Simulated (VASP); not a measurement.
# AlGaN2 (P-4m2) in VASP: notebook, part 2 of 2

VASP 6.6.1.

**4. Single point, r2SCAN**

This run uses another cell than the first one, of the same volume but with other edges.

File POSCAR:

```
AlGaN2
1.0
    3.0878961777      0.0000000000      0.0000000000
    0.0000000000      3.0878961777      0.0000000000
    0.0000000000      0.0000000000      4.5685667265
Al Ga N
1 1 2
Direct
    0.5000000000      0.5000000000      0.5000000000
    0.0000000000      0.0000000000      0.0000000000
    0.5000000000      0.0000000000      0.7390831718
    0.0000000000      0.5000000000      0.2609168282
```

File INCAR.step1:

```
  PREC = Accurate
  ENCUT = 1460
  ISMEAR = 0
  SIGMA = 0.05
  LREAL = False
  LASPH = True
  NELM = 120
  NBANDS = 21
  GGA = PE
  ALGO = Normal
  EDIFF = 1E-5
  LWAVE = True
  LCHARG = False
  GGA_COMPAT = False
```

File INCAR.step2:

```
  PREC = Accurate
  ENCUT = 1460
  EDIFF = 1E-6
  ISMEAR = 0
  SIGMA = 0.05
  LREAL = False
  LASPH = True
  NELM = 120
  ALGO = Normal
  ISIF = 2
  LWAVE = False
  LCHARG = False
  METAGGA = R2SCAN
  LMIXTAU = True
  NBANDS = 21
  ISTART = 1
  GGA_COMPAT = False
```

File KPOINTS:

```
Automatic mesh
0
Gamma
  8 8 6
```

Potentials or basis: VASP PAW PBE potentials, release 64 (Al, Ga_d, N_h).

The run is started by

```sh
cat potpaw_PBE.64/Al/POTCAR potpaw_PBE.64/Ga_d/POTCAR potpaw_PBE.64/N_h/POTCAR > POTCAR
cp INCAR.step1 INCAR
mpirun -np 1 vasp_std > vasp.out
cp INCAR.step2 INCAR
mpirun -np 1 vasp_std > vasp.out
```

OUTCAR:

```text
PREC = Accurate
   ENCUT = 1460
   EDIFF = 1E-6
   ISMEAR = 0
   LREAL = False
   LASPH = True
   NELM = 120
   ISIF = 2
   METAGGA = R2SCAN
   ISTART = 1

 ion  position               nearest neighbor table
   1  0.500  0.500  0.500-   3 1.89   4 1.89   3 1.89   4 1.89
   2  0.000  0.000  0.000-   3 1.95   4 1.95   4 1.95   3 1.95
   3  0.500  0.000  0.739-   1 1.89   1 1.89   2 1.95   2 1.95
   4  0.000  0.500  0.261-   1 1.89   1 1.89   2 1.95   2 1.95

  LATTYP: Found a simple tetragonal cell.
 ALAT       =     3.0878961777
 C/A-ratio  =     1.4795078797

  Lattice vectors:

 A1 = (   3.0878961777,   0.0000000000,   0.0000000000)
 A2 = (   0.0000000000,   3.0878961777,   0.0000000000)
 A3 = (   0.0000000000,   0.0000000000,   4.5685667265)

Analysis of symmetry for initial positions (statically):
=====================================================================
 Subroutine PRICEL returns:
 Original cell was already a primitive cell.

 Routine SETGRP: Setting up the symmetry group for a
 simple tetragonal supercell.

 Subroutine GETGRP returns: Found  8 space group operations
 (whereof  8 operations were pure point group operations)
 out of a pool of 16 trial point group operations.

The static configuration has the point symmetry D_2d.

Analysis of symmetry for dynamics (positions and initial velocities):
=====================================================================
 Subroutine PRICEL returns:
 Original cell was already a primitive cell.

 Routine SETGRP: Setting up the symmetry group for a
 simple tetragonal supercell.

 Subroutine GETGRP returns: Found  8 space group operations
 (whereof  8 operations were pure point group operations)
 out of a pool of 16 trial point group operations.

The dynamic configuration has the point symmetry D_2d.

 Subroutine INISYM returns: Found  8 space group operations
 (whereof  8 operations are pure point group operations),
[... 117 lines left out ...]
   IALGO  =     38    algorithm
   IMIX   =      4    mixing-type and parameters
     AMIX     =   0.40;   BMIX     =  1.00
     AMIX_MAG =   1.60;   BMIX_MAG =  1.00
  volume/ion in A,a.u.               =      10.89        73.49
  Fermi-wavevector in a.u.,A,eV,Ry     =   1.378365  2.604732 25.849565  1.899889
  Thomas-Fermi vector in A             =   2.503433
   LORBIT       =      0    0 simple, 1 ext, 2 COOP (PROOUT), +10 PAW based schemes
   METAGGA = R2SCAN    functional components
   LHFCALC =     F    Hartree Fock is set to
   AEXX    =    0.0000 exact exchange contribution
   IVDW    =     0    specifies the selected vdW correction
   LEPSILON=     F    determine dielectric tensor
   LRPA    =     F    only Hartree local field effects (RPA)
 non-spin polarized calculation
 Gauss-broadening in eV      SIGMA  =   0.05
  energy-cutoff  :     1460.00
  volume of cell :       43.56
 maximum number of plane-waves:      5561
 NGX is ok and might be reduce to    40

 number of electron      26.0000000 magnetization

 Free energy of the ion-electron system (eV)
  ---------------------------------------------------
  ext. energy  EPLUGINS =         0.00000000
  ---------------------------------------------------
  free energy    TOTEN  =       -41.04542280 eV

  energy without entropy =      -41.04542280  energy(sigma->0) =      -41.04542280

 E-fermi :   6.0792     XC(G=0): -12.0708

 val. band max:        5.7888200772   @ k =   0.0000   0.0000   0.0000
 cond. band min:       9.0799176816   @ k =   0.0000   0.0000   0.0000
 fundamental gap:      3.2910976043
 Fermi energy:         6.0792040610

 k-point     1 :       0.0000    0.0000    0.0000
  band No.  band energies     occupation
      1     -10.5857      2.00000
      2      -9.0203      2.00000
      3      -7.6102      2.00000
      4      -7.6102      2.00000
      5      -7.5430      2.00000
      6      -7.4037      2.00000
[... 565 lines left out ...]
     20      18.8145      0.00000
     21      19.0845      0.00000

 [... further k-points ...]

------------------------ aborting loop because EDIFF is reached ----------------------------------------

  FORCE on cell =-STRESS in cart. coord.  units (eV):
  Direction    XX          YY          ZZ          XY          YZ          ZX
  --------------------------------------------------------------------------------------
  -------------------------------------------------------------------------------------
  Total        0.7245843      0.7245843     -1.3289668      0.0000000      0.0000000      0.0000000
  in kB       26.6498119     26.6498119    -48.8786670      0.0000000      0.0000000      0.0000000
  external PRESSURE =       1.4736523 kB  Pullay stress =       0.0000000 kB

 VOLUME and BASIS-vectors are now :
 -----------------------------------------------------------------------------
  energy-cutoff  :     1460.00
  volume of cell :       43.56
      direct lattice vectors                 reciprocal lattice vectors
     3.087896178  0.000000000  0.000000000     0.323845085  0.000000000  0.000000000
     0.000000000  3.087896178  0.000000000     0.000000000  0.323845085  0.000000000
     0.000000000  0.000000000  4.568566727     0.000000000  0.000000000  0.218887030

 POSITION                                       TOTAL-FORCE (eV/Angst)
 -----------------------------------------------------------------------------------
      1.54395      1.54395      2.28428        -0.000000      0.000000      0.000000
      0.00000      0.00000      0.00000        -0.000000     -0.000000      0.000000
      1.54395      0.00000      3.37655        -0.000000     -0.000000     -0.015216
      0.00000      1.54395      1.19202         0.000000     -0.000000      0.015216
 -----------------------------------------------------------------------------------
    total drift:                               -0.000000      0.000000     -0.000000

  FREE ENERGIE OF THE ION-ELECTRON SYSTEM (eV)
  ---------------------------------------------------
  free  energy   TOTEN  =       -41.0454227960 eV

  energy  without entropy=      -41.0454227960  energy(sigma->0) =      -41.04542280
```

OUTCAR.step1:

```text
PREC = Accurate
   ENCUT = 1460
   ISMEAR = 0
   LREAL = False
   LASPH = True
[... 805 lines left out ...]
      1.54395      1.54395      2.28428         0.000000      0.000000      0.000000
      0.00000      0.00000      0.00000         0.000000     -0.000000      0.000000
      1.54395      0.00000      3.37655         0.000000     -0.000000     -0.026976
      0.00000      1.54395      1.19202         0.000000     -0.000000      0.026976
 -----------------------------------------------------------------------------------
    total drift:                               -0.000000      0.000000     -0.000000

  FREE ENERGIE OF THE ION-ELECTRON SYSTEM (eV)
  ---------------------------------------------------
  free  energy   TOTEN  =       -26.9587942679 eV

  energy  without entropy=      -26.9587942679  energy(sigma->0) =      -26.95879427
```

OSZICAR.step1:

```text
N       E                     dE             d eps       ncg     rms          rms(c)
DAV:   1     0.301495519577E+03    0.30150E+03   -0.22427E+04  2701   0.353E+03
DAV:   2     0.232617787954E+02   -0.27823E+03   -0.26144E+03  2626   0.725E+02
DAV:   3    -0.278534688650E+02   -0.51115E+02   -0.49399E+02  3025   0.172E+02
DAV:   4    -0.313727833060E+02   -0.35193E+01   -0.34946E+01  3054   0.448E+01
DAV:   5    -0.314661526670E+02   -0.93369E-01   -0.93305E-01  3124   0.681E+00    0.116E+01
DAV:   6    -0.269136188087E+02    0.45525E+01   -0.13936E+01  4026   0.502E+01    0.317E+00
DAV:   7    -0.269730133959E+02   -0.59395E-01   -0.11470E+00  2610   0.800E+00    0.214E+00
DAV:   8    -0.269676192403E+02    0.53942E-02   -0.13839E-01  3493   0.447E+00    0.609E-01
DAV:   9    -0.269585082142E+02    0.91110E-02   -0.30726E-02  3824   0.274E+00    0.151E-01
DAV:  10    -0.269587851736E+02   -0.27696E-03   -0.61583E-03  2923   0.596E-01    0.102E-01
DAV:  11    -0.269587843844E+02    0.78926E-06   -0.61800E-04  2983   0.233E-01    0.181E-02
DAV:  12    -0.269587942679E+02   -0.98835E-05   -0.69656E-05  3068   0.971E-02
   1 F= -.26958794E+02 E0= -.26958794E+02  d E =-.154244E-11
```

Wall time 9.3 min (1 thread of Intel Xeon Platinum 8259CL at 2.50GHz (Skylake/Cascade Lake), shared host); peak memory 0.51 GiB.

Results:

```
Free energy            : -41.0454 eV
Pressure               : 0.1 GPa
Largest force          : 0.015 eV/Å
Band gap on the k mesh : 3.29 eV
```

Forces in eV/Å, atoms in the order of the input:
```
Al   0.000  0.000  0.000
Ga   0.000  0.000  0.000
N    0.000  0.000 -0.015
N    0.000  0.000  0.015
```

Caveat: the stress differs along the axes, from -5 to 3 GPa; the PAW data sets were made with another functional, which shifts forces and pressure a little.

**5. Summary**

```tsv
cell	gap on the mesh (eV)	pressure (GPa)	largest force (eV/Å)
a = 2.876, b = 2.876, c = 5.268 Å, 4 atoms	1.96	-3.1	0.15
a = 3.040, b = 3.040, c = 4.712 Å, 4 atoms	3.16	-0.2	0.05
a = 3.088, b = 3.088, c = 4.569 Å, 4 atoms	3.29	0.1	0.02
```

Alike in all rows: task single point; level r2SCAN; potentials or basis VASP PAW PBE potentials, release 64 (Al, Ga_d, N_h); no spin polarisation; k mesh 8 × 8 × 6; cutoff (eV) 1460; smearing gaussian 0.05 eV.

Caveats: the PAW data sets were made with another functional, which shifts forces and pressure a little; the stress differs along the axes, from -47 to 19 GPa (at least some runs); the stress differs along the axes, from -11 to 5 GPa (at least some runs); the stress differs along the axes, from -5 to 3 GPa (at least some runs).

Total energies depend on the potentials used, so only differences within one code and one set of settings carry meaning.
